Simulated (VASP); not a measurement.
A run of VASP 6.6.1 is set up as follows.

INCAR

```
ALGO     = Normal         # electronic algorithm
EDIFF    = 1E-6           # SCF threshold, eV
ENCUT    = 500            # plane-wave cutoff, eV
GGA      = PE             # functional
GGA_COMPAT= F            
ISIF     = 2              # what is computed and relaxed
ISMEAR   = -1             # smearing method
LASPH    = T              # aspherical terms in the spheres
LCHARG   = F              # write CHGCAR
LREAL    = F              # projectors in reciprocal space
LWAVE    = F              # write WAVECAR
NBANDS   = 22             # bands
NELM     = 120            # most SCF steps
PREC     = Accurate       # precision mode
SIGMA    = 0.05           # smearing width, eV
```

File KPOINTS:

```
k-points
0
Gamma
  7 7 5
```

Contents of POSCAR:

```
PtS2
1.0
    3.5077680000      0.0000000000      0.0000000000
   -1.7538840000      3.0378161986      0.0000000000
    0.0000000000      0.0000000000      5.0388000000
Pt S
1 2
Direct
    0.0000000000      0.0000000000      0.0000000000
    0.6666666667      0.3333333333      0.7730000000
    0.3333333333      0.6666666667      0.2270000000
```

Potentials or basis: VASP PAW PBE potentials, release 64 (Pt_sv_GW, S).

Command:

```bash
$ cat potpaw_PBE.64/Pt_sv_GW/POTCAR potpaw_PBE.64/S/POTCAR > POTCAR
$ mpirun -np 1 vasp_std > vasp.out
```

Predict the largest force.

1.557 eV/Å.

Estimate the band gap on the k mesh.

0.95 eV (least direct gap 1.24 eV).

Stress tensor (GPa, compression positive):
```
15.75  0.00  0.00
 0.00 15.75  0.00
 0.00  0.00 11.93
```

Caveat: the cell stands under pressure; spin-orbit coupling is left out, which moves the levels of the heavy elements; forces of over 1 eV/Å act on the atoms, so gaps and moduli don't describe the material at rest. A k mesh can miss the band edges.
